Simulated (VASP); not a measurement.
Runs of VASP 6.6.1 on Te2Mo. The cell holds a slab with vacuum, 3 atoms: a = 3.560 Å, b = 3.560 Å, c = 17.524 Å, α = 90.00°, β = 90.00°, γ = 120.00°. 

```csv
k mesh,gap on the mesh (eV),largest force (eV/Å)
7 × 7 × 2,(a),0.37
9 × 9 × 2,1.04,0.37
5 × 5 × 1,1.44,0.37
6 × 6 × 1,1.04,0.36
3 × 3 × 1,(b),0.55
```

Alike in all rows: task single point; level LDA; potentials or basis VASP PAW LDA potentials, release 64 (Te, Mo_sv); no spin polarisation; cell as given; cutoff (eV) 520; smearing fermi-dirac 0.1 eV.

**Question.** Fill in the values left out.

**Answer.** (a) 1.38; (b) 0.99.

Caveats: some runs use coarse meshes; spin-orbit coupling is left out, which moves the levels of the heavy elements.

A k mesh can miss the band edges, and the runs leave out spin-orbit coupling on Mo, Te.
